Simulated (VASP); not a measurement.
# ZnO (P6_3mc) in VASP: notebook, part 2 of 2

VASP 6.6.1. Earlier steps stand in the parts before.

**3. Electric field gradients, PBEsol**

Input file INCAR:

```
SYSTEM = ZnO
PREC = Accurate ; ENCUT = 1000
EDIFF = 1E-8 ; ISMEAR = -1
SIGMA = 0.02 ; LREAL = .False.
LASPH = .True. ; NELM = 120
ALGO = Normal ; ISIF = 2
LWAVE = .False. ; LCHARG = .False.
GGA = PS ; LEFG = .True.
NBANDS = 26 ; GGA_COMPAT = .False.
```

Input file KPOINTS:

```
regular mesh
0
Gamma
  4 4 3
  0 0 0
```

Input file POSCAR:

```
ZnO
1.0
    3.2493080000      0.0000000000      0.0000000000
   -1.6246540000      2.8139832727      0.0000000000
    0.0000000000      0.0000000000      5.2057090000
Zn O
2 2
Direct
    0.3333333333      0.6666666667      0.5000000000
    0.6666666667      0.3333333333      0.0000000000
    0.6666666667      0.3333333333      0.3790100000
    0.3333333333      0.6666666667      0.8790100000
```

Potentials or basis: VASP PAW PBE potentials, release 64 (Zn, O_h).

On the command line:

```console
cat potpaw_PBE.64/Zn/POTCAR potpaw_PBE.64/O_h/POTCAR > POTCAR
mpirun -np 1 vasp_std > vasp.out
```

OUTCAR:

```text
SYSTEM = ZnO
   PREC = Accurate
   ENCUT = 1000
   EDIFF = 1E-8
   ISMEAR = -1
   LREAL = .False.
   LASPH = .True.
   NELM = 120
   ISIF = 2
   GGA = PS

 ion  position               nearest neighbor table
   1  0.333  0.667  0.500-   4 1.97   3 1.98   3 1.98   3 1.98
   2  0.667  0.333  0.000-   3 1.97   4 1.98   4 1.98   4 1.98
   3  0.667  0.333  0.379-   2 1.97   1 1.98   1 1.98   1 1.98
   4  0.333  0.667  0.879-   1 1.97   2 1.98   2 1.98   2 1.98

  LATTYP: Found a hexagonal cell.
 ALAT       =     3.2493080000
 C/A-ratio  =     1.6020977390

  Lattice vectors:

[... 442 lines left out ...]
 ion       V_xx      V_yy      V_zz      V_xy      V_xz      V_yz
---------------------------------------------------------------------
   1      -0.799    -0.798     1.596     0.001    -0.000     0.000
   2      -0.799    -0.798     1.596     0.001     0.000    -0.000
   3       0.116     0.114    -0.230    -0.002    -0.000     0.000
   4       0.116     0.114    -0.230    -0.002     0.000    -0.000
---------------------------------------------------------------------

 Electric field gradients after diagonalization (V/A^2)
 (convention: |V_zz| > |V_xx| > |V_yy|)
----------------------------------------------------------------------
 ion       V_xx      V_yy      V_zz     asymmetry (V_yy - V_xx)/ V_zz
----------------------------------------------------------------------
   1      -0.799    -0.797     1.596       0.002
   2      -0.799    -0.797     1.596       0.002
   3       0.117     0.112    -0.230       0.021
   4       0.117     0.112    -0.230       0.021
----------------------------------------------------------------------

           NMR quadrupolar parameters

 Cq : quadrupolar parameter    Cq=e*Q*V_zz/h
 eta: asymmetry parameters     (V_yy - V_xx)/ V_zz
 Q  : nuclear electric quadrupole moment in mb (millibarn)
----------------------------------------------------------------------
 ion       Cq(MHz)       eta       Q (mb)
----------------------------------------------------------------------
   1       0.004       0.002       1.000
   2       0.004       0.002       1.000
   3      -0.001       0.021       1.000
   4      -0.001       0.021       1.000
----------------------------------------------------------------------
```

OSZICAR:

```text
N       E                     dE             d eps       ncg     rms          rms(c)
DAV:   1     0.388021508642E+03    0.38802E+03   -0.26237E+04   432   0.311E+03
DAV:   2     0.435954611405E+02   -0.34443E+03   -0.32173E+03   448   0.556E+02
DAV:   3    -0.192352253800E+02   -0.62831E+02   -0.60857E+02   480   0.190E+02
DAV:   4    -0.221646896429E+02   -0.29295E+01   -0.29061E+01   462   0.456E+01
DAV:   5    -0.221923989251E+02   -0.27709E-01   -0.27691E-01   462   0.450E+00    0.142E+01
DAV:   6    -0.192600864667E+02    0.29323E+01   -0.52828E+00   680   0.599E+01    0.896E+00
DAV:   7    -0.194531943598E+02   -0.19311E+00   -0.27336E+00   470   0.157E+01    0.546E+00
DAV:   8    -0.194442970003E+02    0.88974E-02   -0.52759E-01   570   0.703E+00    0.179E+00
DAV:   9    -0.193968880500E+02    0.47409E-01   -0.87631E-02   596   0.563E+00    0.473E-01
DAV:  10    -0.193981994777E+02   -0.13114E-02   -0.43139E-02   424   0.161E+00    0.971E-02
DAV:  11    -0.193983741552E+02   -0.17468E-03   -0.13654E-03   536   0.695E-01    0.569E-02
DAV:  12    -0.193983126904E+02    0.61465E-04   -0.42340E-04   510   0.525E-01    0.917E-03
DAV:  13    -0.193983195075E+02   -0.68171E-05   -0.27856E-05   570   0.668E-02    0.176E-02
DAV:  14    -0.193983164198E+02    0.30877E-05   -0.62865E-06   484   0.244E-02    0.553E-03
DAV:  15    -0.193983162033E+02    0.21652E-06   -0.64160E-07   450   0.704E-03    0.288E-03
DAV:  16    -0.193983160846E+02    0.11869E-06   -0.20120E-07   494   0.355E-03    0.814E-04
DAV:  17    -0.193983160621E+02    0.22461E-07   -0.29517E-08   420   0.153E-03    0.112E-04
DAV:  18    -0.193983160612E+02    0.96043E-09   -0.15416E-09   224   0.348E-04
   1 F= -.19398316E+02 E0= -.19398316E+02  d E =-.183958E-08
```

It took 29 s on 1 thread of AMD EPYC 7R13 (Zen 3), shared host; peak memory 0.21 GiB.

What came out:

| Property | Result |
| --- | --- |
| Free energy | -19.3983 eV |
| Pressure | -0.4 GPa |
| Largest force | 0.061 eV/Å |
| Band gap on the k mesh | 0.68 eV |
| Largest electric field gradient by atom | Zn +1.6; O -0.2 V/Å² |

Forces in eV/Å, atoms in the order of the input:
```
Zn   0.000  0.000 -0.061
Zn   0.000  0.000 -0.061
O    0.000  0.000  0.061
O    0.000  0.000  0.061
```

Stress tensor (GPa, compression positive):
```
-0.86  0.00  0.00
 0.00 -0.86  0.00
 0.00  0.00  0.57
```

Levels at points of the mesh, in eV from the valence-band top:
```tsv
k point	band 16	band 17	band 18	band 19	band 20	band 21
(0.00, 0.00, 0.00)	-0.08	0.00	0.00	0.68	5.09	8.14
(0.50, 0.00, 0.00)	-2.31	-1.30	-0.84	5.68	6.70	7.47
```

Electric field gradients, principal values (V/Å²):
| atom | least | middle | greatest (by size) |
| --- | --- | --- | --- |
| 1 Zn | -0.797 | -0.799 | 1.596 |
| 2 Zn | -0.797 | -0.799 | 1.596 |
| 3 O | 0.112 | 0.117 | -0.230 |
| 4 O | 0.112 | 0.117 | -0.230 |

Caveat: the k points lie up to 0.56 Å⁻¹ apart; semilocal functionals underestimate gaps, and a narrow one can read as zero; without QUAD_EFG the Cq values of the log hold for a quadrupole moment of 1 mb, not for the nuclei; the PAW data sets were made with another functional, which shifts forces and pressure a little.
